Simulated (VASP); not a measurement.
Wanted: the native input for a VASP 6.6.1 run.

```yaml
Task: single point
Functional: PBE
Potentials_or_basis: VASP PAW PBE potentials, release 64 (B, N)
Cutoff: 600 eV
k_mesh: 4 × 4 × 4
Occupations: gaussian, width 0.01 eV
Spin: no spin polarisation
Dipole_correction: no
Further_INCAR_settings: ALGO = Normal; EDIFF = 1e-06; NBANDS = 11
```

The structure of BN lies in POSCAR:

```
BN
1.0
    0.0000000000      1.7458259350      1.7458259350
    1.7458259350      0.0000000000      1.7458259350
    1.7458259350      1.7458259350      0.0000000000
B N
1 1
Direct
    0.0000000000      0.0000000000      0.0000000000
    0.5000000000      0.5000000000      0.5000000000
```

These files were run (other wordings do the same):

INCAR

```
PREC = Accurate
ENCUT = 600
EDIFF = 1E-6
ISMEAR = 0
SIGMA = 0.01
LREAL = False
LASPH = True
NELM = 120
ALGO = Normal
ISIF = 2
LWAVE = False
LCHARG = True
GGA = PE
LELF = True
LVHAR = True
NBANDS = 11
GGA_COMPAT = False
```

KPOINTS

```
regular mesh
0
Gamma
  4 4 4
```

Potentials or basis: VASP PAW PBE potentials, release 64 (B, N).

Command:

```bash
$ cat potpaw_PBE.64/B/POTCAR potpaw_PBE.64/N/POTCAR > POTCAR
$ mpirun -np 1 vasp_std > vasp.out
```

Results of the run:

- Pressure: 3.4 GPa
- Band gap on the k mesh: 1.81 eV, indirect (least direct gap 5.75 eV)

Caveat: the k points lie up to 0.78 Å⁻¹ apart.

Run time: 2.8 s on 1 thread of AMD EPYC 7R13 Processor (Zen 3), on a shared host, peak memory 0.08 GiB.
